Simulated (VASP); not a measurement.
**Lu: relaxation of cell and atoms with revPBE**

Crystal: Lu.

```
CELL_PARAMETERS angstrom
-1.94642 1.94642 1.94642
1.94642 -1.94642 1.94642
1.94642 1.94642 -1.94642
ATOMIC_POSITIONS crystal
Lu 0.00000 0.00000 0.00000
```

This isn't the form of Lu at room conditions, which is hcp.

```json
{"Program": "VASP 6.6.1", "Task": "relaxation of cell and atoms", "Functional": "revPBE", "Potentials or basis": "VASP PAW PBE potentials, release 64 (Lu)", "Cutoff": "600 eV", "k mesh": "11 × 11 × 11", "Occupations": "fermi-dirac, width 0.1 eV", "Spin": "no spin polarisation", "Dipole correction": "no", "Further INCAR settings": "ALGO = Normal; EDIFF = 1e-06; IBRION = 2; EDIFFG = -0.01; NSW = 80; ISIF = 3"}
```

- Relaxed volume: 30.82 Å³/atom
- Relaxed cell: a = 3.421 Å, b = 3.421 Å, c = 3.421 Å, α = 109.47°, β = 109.47°, γ = 109.47°
- Space group after relaxing (to 0.1 Å): Im-3m (No. 229)
- Energy gained by relaxing: 8.1 meV/atom
- Ionic steps: 3
- Pressure after relaxing: 0.0 GPa
- Band gap on the k mesh: zero (an odd number of electrons rules out a gap without spin polarisation)

Step by step:
| step | energy change (eV) | largest force (eV/Å) | pressure (GPa) | volume (Å³) |
| --- | --- | --- | --- | --- |
| 1 | 0.0000 | 0.0000 | 2.14 | 29.50 |
| 2 | -0.0075 | 0.0000 | -0.42 | 31.21 |
| 3 | -0.0081 | 0.0000 | -0.03 | 30.82 |

Final structure:
```cif
data_structure
_symmetry_space_group_name_H-M 'P 1'
_symmetry_Int_Tables_number 1
_cell_length_a 3.4210
_cell_length_b 3.4210
_cell_length_c 3.4210
_cell_angle_alpha 109.471
_cell_angle_beta 109.471
_cell_angle_gamma 109.471
_cell_volume 30.82
loop_
_atom_site_label
_atom_site_type_symbol
_atom_site_fract_x
_atom_site_fract_y
_atom_site_fract_z
_atom_site_occupancy
Lu1 Lu 0.00000 0.00000 0.00000 1
```

Levels at points of the mesh, in eV from the Fermi level:
| k point | band 10 | band 11 | band 12 | band 13 | band 14 | band 15 |
| --- | --- | --- | --- | --- | --- | --- |
| (0.00, 0.00, 0.00) | -5.17 | -5.17 | -5.15 | 2.11 | 2.11 | 2.11 |

Wall time 48 s on 1 thread of Intel(R) Xeon(R) Platinum 8559C (Emerald Rapids) (shared host), peak memory 0.19 GiB.

Caveat: the PAW data sets were made with another functional, which shifts forces and pressure a little; spin-orbit coupling is left out, which moves the levels of the heavy elements.
